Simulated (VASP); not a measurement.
# Al2O3: relaxation of cell and atoms with r2SCAN+D4

The system is Al2O3.

```
Al O
1.0
     2.88432    0.00000    0.00000
    -1.44216    2.49790    0.00000
     0.00000    0.00000    9.33675
Al O
2 3
Direct
  0.00000 0.00000 0.85001
  0.00000 0.00000 0.14999
  0.33333 0.66667 0.77768
  0.66667 0.33333 0.00000
  0.33333 0.66667 0.22232
```

```yaml
Program: VASP 6.6.1
Task: relaxation of cell and atoms
Functional: r2SCAN
Dispersion: D4
Potentials_or_basis: VASP PAW PBE potentials, release 64 (Al, O)
Cutoff: 600 eV
k_mesh: 11 × 11 × 3
Occupations: fermi-dirac, width 0.05 eV
Spin: no spin polarisation
Dipole_correction: no
Further_INCAR_settings: ALGO = Normal; EDIFF = 1e-06; IBRION = 2; EDIFFG = -0.01; NSW = 60; ISIF = 3
```

```
Relaxed volume                        : 10.25 Å³/atom
Relaxed cell                          : a = 2.849 Å, b = 2.849 Å, c = 7.289 Å, α = 90.00°, β = 90.00°, γ = 120.00°
Space group after relaxing (to 0.1 Å) : P-6m2 (No. 187)
Energy gained by relaxing             : 27.2 meV/atom
Ionic steps                           : 43
Pressure after relaxing               : 0.0 GPa
Largest force after relaxing          : 0.004 eV/Å
Band gap on the k mesh                : 5.58 eV (least direct gap 5.72 eV)
Dispersion energy per atom            : -0.087 eV
```

Forces on the atoms (eV/Å):
```
Al   0.000  0.000 -0.002
Al   0.000  0.000  0.002
O    0.000  0.000 -0.004
O    0.000  0.000  0.000
O    0.000  0.000  0.004
```

Stress tensor (GPa, compression positive):
```
-0.02  0.00  0.00
 0.00 -0.02  0.00
 0.00  0.00  0.07
```

Step by step:
```csv
step,energy change (eV),largest force (eV/Å),pressure (GPa),volume (Å³)
1,0.0000,0.4563,-5.61,67.27
3,-0.0410,0.2749,-0.54,65.34
5,-0.0430,0.2388,0.25,64.71
7,-0.0444,0.0371,-0.01,64.94
9,-0.0454,0.0529,-0.31,64.83
11,-0.0460,0.0757,-0.76,64.67
13,-0.0466,0.0588,-0.71,64.56
15,-0.0485,0.1084,-0.53,64.12
17,-0.0526,0.3615,0.33,62.38
19,-0.0531,0.4461,0.64,61.75
21,-0.0564,0.4661,0.70,61.10
23,-0.0689,0.5642,1.15,58.49
25,0.0301,1.1556,8.04,48.06
27,-0.0170,1.1561,6.35,50.75
29,-0.0218,1.1031,6.25,49.87
31,-0.0192,1.0943,6.33,49.60
33,-0.0324,1.0130,5.67,49.74
35,-0.0800,0.6504,2.79,50.38
37,-0.0822,0.7471,-7.24,52.97
39,-0.1259,0.2306,-2.10,51.63
41,-0.1351,0.1130,-0.65,51.45
43,-0.1359,0.0043,0.01,51.25
```

Final structure:
```
Al O
1.0
     2.84941    0.00000    0.00000
    -1.42470    2.46766    0.00000
     0.00000    0.00000    7.28882
Al O
2 3
Direct
  0.00000 0.00000 0.81039
  0.00000 0.00000 0.18961
  0.33333 0.66667 0.71913
  0.66667 0.33333 0.00000
  0.33333 0.66667 0.28087
```

Levels at points of the mesh, in eV from the valence-band top:
```csv
k point,band 9,band 10,band 11,band 12,band 13,band 14,band 15,band 16
"(0.00, 0.00, 0.00)",-1.50,-0.81,-0.81,-0.15,5.58,8.49,9.60,12.55
```

Wall time 64 min on 1 thread of Intel(R) Xeon(R) Platinum 8488C (Sapphire Rapids) (shared host), peak memory 0.24 GiB.

Caveat: the volume moved by over 15 % at a fixed basis, so the end points are rough; the PAW data sets were made with another functional, which shifts forces and pressure a little. A k mesh can miss the band edges.
